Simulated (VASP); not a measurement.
Runs of VASP 6.6.1 on CaF2. The structure is that of space group Fm-3m (No. 225), or close to it. The cells are those of the table. 

```tsv
cell	gap on the mesh (eV)	pressure (GPa)
a = 3.797 Å, angles 60.0°, 3 atoms	7.59	7.5
a = 3.913 Å, angles 60.0°, 3 atoms	(c)	(a)
a = 3.950 Å, angles 60.0°, 3 atoms	6.89	-2.8
a = 3.836 Å, angles 60.0°, 3 atoms	7.40	4.3
a = 3.875 Å, angles 60.0°, 3 atoms	7.22	(b)
```

Alike in all rows: task single point; level PBE; potentials or basis VASP PAW PBE potentials, release 64 (Ca_sv, F); no spin polarisation; k mesh 6 × 6 × 6; cutoff (eV) 600; smearing gaussian 0.01 eV.

**Question.** Estimate the missing entries.

**Answer.** (a) -0.8; (b) 1.6; (c) 7.05.

Caveats: the cell stands under pressure (at least some runs).

A k mesh can miss the band edges.
